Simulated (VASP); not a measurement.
## AlN: single point with PBEsol

AlN:

```
Al N
1.0
     0.00000    2.15574    2.15574
     2.15574    0.00000    2.15574
     2.15574    2.15574    0.00000
Al N
1 1
Direct
  0.00000 0.00000 0.00000
  0.75000 0.75000 0.75000
```

```yaml
Program: VASP 6.6.1
Task: single point
Functional: PBEsol
Potentials_or_basis: VASP PAW PBE potentials, release 64 (Al, N)
Cutoff: 520 eV
k_mesh: 8 × 8 × 8
Occupations: gaussian, width 0.01 eV
Spin: no spin polarisation
Dipole_correction: no
Further_INCAR_settings: ALGO = Normal; EDIFF = 1e-06; NBANDS = 11
```

| Item | Value |
| --- | --- |
| Pressure | 10.1 GPa |
| Band gap on the k mesh | 3.20 eV, indirect (least direct gap 4.48 eV) |

Levels at points of the mesh, in eV from the valence-band top:
| k point | band 1 | band 2 | band 3 | band 4 | band 5 | band 6 | band 7 | band 8 |
| --- | --- | --- | --- | --- | --- | --- | --- | --- |
| (0.00, 0.00, 0.00) | -15.19 | 0.00 | 0.00 | 0.00 | 4.48 | 12.86 | 12.86 | 12.86 |
| (0.50, 0.00, 0.00) | -12.99 | -6.08 | -0.49 | -0.49 | 7.64 | 10.03 | 11.28 | 11.28 |
| (0.50, 0.50, 0.00) | -12.30 | -5.07 | -1.83 | -1.83 | 3.20 | 8.72 | 14.42 | 16.11 |

It took 2.6 s on 1 thread of Intel(R) Xeon(R) 6975P-C (Granite Rapids), with other jobs on the host, peak memory 0.13 GiB.

Caveat: the PAW data sets were made with another functional, which shifts forces and pressure a little. A k mesh can miss the band edges.
